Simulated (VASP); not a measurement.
# HfO2 (Fm-3m) in VASP: further runs, part 2 of 2

VASP 6.6.1.

## (3) Single point, PBEsol

INCAR

```
SYSTEM = HfO2
PREC = Accurate
ENCUT = 520
EDIFF = 1E-6
ISMEAR = 0
SIGMA = 0.02
LREAL = .False.
LASPH = .True.
NELM = 60
ALGO = Normal
ISIF = 2
LWAVE = .False.
LCHARG = .True.
GGA = PS
LELF = .True.
LVHAR = .True.
NBANDS = 18
```

KPOINTS

```
regular mesh
0
Gamma
  8 8 8
  0 0 0
```

POSCAR

```
HfO2
1.0
    0.0000000000      2.5488057613      2.5488057613
    2.5488057613      0.0000000000      2.5488057613
    2.5488057613      2.5488057613      0.0000000000
Hf O
1 2
Direct
    0.0000000000      0.0000000000      0.0000000000
    0.2500000000      0.2500000000      0.2500000000
    0.7500000000      0.7500000000      0.7500000000
```

Potentials or basis: VASP PAW PBE potentials, release 64 (Hf_pv, O).

The run is started by

```bash
$ cat potpaw_PBE.64/Hf_pv/POTCAR potpaw_PBE.64/O/POTCAR > POTCAR
$ mpirun -np 1 vasp_std > vasp.out
```

OUTCAR:

```text
SYSTEM = HfO2
   PREC = Accurate
   ENCUT = 520
   EDIFF = 1E-6
   ISMEAR = 0
   LREAL = .False.
   LASPH = .True.
   NELM = 60
   ISIF = 2
   GGA = PS

 ion  position               nearest neighbor table
   1  0.000  0.000  0.000-   3 2.21   3 2.21   3 2.21   2 2.21   2 2.21   2 2.21   3 2.21   2 2.21

   2  0.250  0.250  0.250-   1 2.21   1 2.21   1 2.21   1 2.21
   3  0.750  0.750  0.750-   1 2.21   1 2.21   1 2.21   1 2.21

  LATTYP: Found a face centered cubic cell.
 ALAT       =     5.0976115226

  Lattice vectors:

 A1 = (   0.0000000000,   2.5488057613,   2.5488057613)
 A2 = (   2.5488057613,   0.0000000000,   2.5488057613)
 A3 = (   2.5488057613,   2.5488057613,   0.0000000000)

Analysis of symmetry for initial positions (statically):
=====================================================================
 Subroutine PRICEL returns:
 Original cell was already a primitive cell.

 Routine SETGRP: Setting up the symmetry group for a
 face centered cubic supercell.

 Subroutine GETGRP returns: Found 48 space group operations
[... 161 lines left out ...]
  ext. energy  EPLUGINS =         0.00000000
  ---------------------------------------------------
  free energy    TOTEN  =       -31.58453248 eV

  energy without entropy =      -31.58453248  energy(sigma->0) =      -31.58453248

 E-fermi :   4.1611     XC(G=0): -12.0178

 val. band max:        3.9923911694   @ k =   0.5000   0.5000   0.0000
 cond. band min:       7.6216059737   @ k =   0.5000   0.5000   0.0000
 fundamental gap:      3.6292148043
 Fermi energy:         4.1610614604

 k-point     1 :       0.0000    0.0000    0.0000
  band No.  band energies     occupation
      1     -25.7075      2.00000
      2     -25.7075      2.00000
      3     -25.7075      2.00000
      4     -14.5932      2.00000
      5     -11.5760      2.00000
      6      -1.3081      2.00000
[... 481 lines left out ...]
      5     -12.4782      2.00000
      6      -0.8273      2.00000
[... 10 lines left out ...]
     17      14.6942      0.00000
     18      16.6636      0.00000

 [... further k-points ...]
[... 5 lines left out ...]
  --------------------------------------------------------------------------------------
  -------------------------------------------------------------------------------------
  Total       -2.3410880     -2.3410880     -2.3410880      0.0000000      0.0000000      0.0000000
  in kB     -113.2630120   -113.2630120   -113.2630120      0.0000000      0.0000000      0.0000000
  external PRESSURE =    -113.2630120 kB  Pullay stress =       0.0000000 kB

 VOLUME and BASIS-vectors are now :
 -----------------------------------------------------------------------------
  energy-cutoff  :      520.00
  volume of cell :       33.12
      direct lattice vectors                 reciprocal lattice vectors
     0.000000000  2.548805761  2.548805761    -0.196170304  0.196170304  0.196170304
     2.548805761  0.000000000  2.548805761     0.196170304 -0.196170304  0.196170304
     2.548805761  2.548805761  0.000000000     0.196170304  0.196170304 -0.196170304

 POSITION                                       TOTAL-FORCE (eV/Angst)
 -----------------------------------------------------------------------------------
      0.00000      0.00000      0.00000        -0.000000      0.000000     -0.000000
      1.27440      1.27440      1.27440         0.000000      0.000000      0.000000
      3.82321      3.82321      3.82321        -0.000000     -0.000000     -0.000000
 -----------------------------------------------------------------------------------
    total drift:                                0.000000      0.000000      0.000000

  FREE ENERGIE OF THE ION-ELECTRON SYSTEM (eV)
  ---------------------------------------------------
  free  energy   TOTEN  =       -31.5845324776 eV

  energy  without entropy=      -31.5845324776  energy(sigma->0) =      -31.58453248
```

stdout:

```text
POSCAR found type information on POSCAR HfO
 POSCAR found :  2 types and       3 ions
 scaLAPACK will be used
 -----------------------------------------------------------------------------
|                                                                             |
|                                                                             |
|     You enforced a specific xc type in the INCAR file but a different       |
|     I HOPE YOU KNOW WHAT YOU ARE DOING!                                     |
|                                                                             |
 -----------------------------------------------------------------------------

 LDA part: xc-table for (Slater+PW92), standard interpolation
 POSCAR, INCAR and KPOINTS ok, starting setup
 FFT: planning ... GRIDC
 FFT: planning ... GRID_SOFT
 FFT: planning ... GRID
 WAVECAR not read
 entering main loop
```

It took 10 s on 1 thread of Intel Xeon Platinum 8559C (Emerald Rapids), shared host; peak memory 0.16 GiB.

Results:

```
Free energy            : -31.5845 eV
Pressure               : -11.3 GPa
Band gap on the k mesh : 3.63 eV, direct
```

Caveat: the PAW data sets were made with another functional, which shifts forces and pressure a little; spin-orbit coupling is left out, which moves the levels of the heavy elements.

## (4) Single point, r2SCAN

POSCAR is that of step 3.

INCAR.step1

```
SYSTEM = HfO2
ALGO = Normal
EDIFF = 1E-4
ENCUT = 520
GGA = PE
ISMEAR = 0
LASPH = .True.
LCHARG = .False.
LREAL = .False.
LWAVE = .True.
NBANDS = 18
NELM = 60
PREC = Accurate
SIGMA = 0.02
```

INCAR.step2

```
SYSTEM = HfO2
ALGO = Normal
EDIFF = 1E-6
ENCUT = 520
ISIF = 2
ISMEAR = 0
ISTART = 1
LASPH = .True.
LCHARG = .True.
LELF = .True.
LMIXTAU = .True.
LREAL = .False.
LVHAR = .True.
LWAVE = .False.
METAGGA = R2SCAN
NBANDS = 18
NELM = 60
PREC = Accurate
SIGMA = 0.02
```

KPOINTS

```
k-points
0
Gamma
  8 8 8
  0 0 0
```

The run is started by

```bash
$ cat potpaw_PBE.64/Hf_pv/POTCAR potpaw_PBE.64/O/POTCAR > POTCAR
$ cp INCAR.step1 INCAR
$ mpirun -np 1 vasp_std > vasp.out
$ cp INCAR.step2 INCAR
$ mpirun -np 1 vasp_std > vasp.out
```

Run time: 43 s. Hardware: 1 thread of Intel Xeon Platinum 8559C (Emerald Rapids), shared host; peak memory 0.17 GiB.

Results (log left out):

```
Free energy            : -68.5163 eV
Pressure               : -9.6 GPa
Band gap on the k mesh : 4.25 eV, direct
```

Levels at points of the mesh, in eV from the valence-band top:
| k point | band 7 | band 8 | band 9 | band 10 | band 11 | band 12 | band 13 | band 14 | band 15 | band 16 |
| --- | --- | --- | --- | --- | --- | --- | --- | --- | --- | --- |
| (0.00, 0.00, 0.00) | -5.34 | -5.34 | -0.63 | -0.63 | -0.63 | 4.36 | 4.36 | 6.33 | 10.79 | 10.79 |
| (0.50, 0.00, 0.00) | -4.28 | -3.04 | -2.77 | -1.87 | -1.87 | 5.04 | 5.04 | 7.34 | 9.56 | 9.77 |
| (0.50, 0.50, 0.00) | -3.54 | -3.54 | -1.52 | -1.52 | 0.00 | 4.25 | 5.92 | 7.02 | 8.52 | 8.52 |

Caveat: the PAW data sets were made with another functional, which shifts forces and pressure a little; spin-orbit coupling is left out, which moves the levels of the heavy elements.

## (5) Single point, PBE, non-collinear spin, zero start, spin-orbit coupling

INCAR

```
SYSTEM = HfO2
PREC = Accurate
ENCUT = 520
EDIFF = 1E-7
ISMEAR = 0
SIGMA = 0.02
LREAL = .False.
LASPH = .True.
NELM = 150
ALGO = Normal
ISIF = 2
LWAVE = .False.
LCHARG = .False.
MAGMOM = 0 0 0 0 0 0 0 0 0
LORBIT = 11
LSORBIT = .True.
GGA_COMPAT = .False.
LORBMOM = .True.
LMAXMIX = 4
GGA = PE
NBANDS = 35
```

KPOINTS

```
Automatic mesh
0
Gamma
  8 8 8
  0 0 0
```

POSCAR is that of step 4.

The run is started by

```bash
$ cat potpaw_PBE.64/Hf_pv/POTCAR potpaw_PBE.64/O/POTCAR > POTCAR
$ mpirun -np 1 vasp_ncl > vasp.out
```

Run time: 46 s. Hardware: 1 thread of Intel Xeon Platinum 8559C (Emerald Rapids), shared host; peak memory 0.27 GiB.

It converged, with:

- Free energy: -30.8667 eV
- Pressure: -3.5 GPa
- Net moment: 0.00 μB per cell
- Valence electrons inside the program's atomic spheres: Hf 8.23; O 5.10

Moments on the atoms (μB; x, y, z):
```
Hf  0.00 0.00 0.00
O   0.00 0.00 0.00
O   0.00 0.00 0.00
```

## (6) Overview

```csv
level,spin,gap on the mesh (eV),pressure (GPa)
PBE,off,3.76,-3.6
PBEsol,off,3.63,-11.3
r2SCAN,off,4.25,-9.6
PBE,"non-collinear, zero start, SOC",-,-3.5
```

Alike in all rows: task single point; potentials or basis VASP PAW PBE potentials, release 64 (Hf_pv, O); cell as given; k mesh 8 × 8 × 8; cutoff (eV) 520; smearing gaussian 0.02 eV.

On the cell as given the gap runs from 3.63 eV (PBEsol) to 4.25 eV (r2SCAN). The pressure there spans -11.3 GPa (PBEsol) to -3.5 GPa (PBE); a positive pressure means that this level wants a larger cell, a negative one a smaller.

Caveats: spin-orbit coupling is left out, which moves the levels of the heavy elements (some runs); the PAW data sets were made with another functional, which shifts forces and pressure a little (some runs).

Total energies depend on the potentials used, so only differences within one code and one set of settings carry meaning.
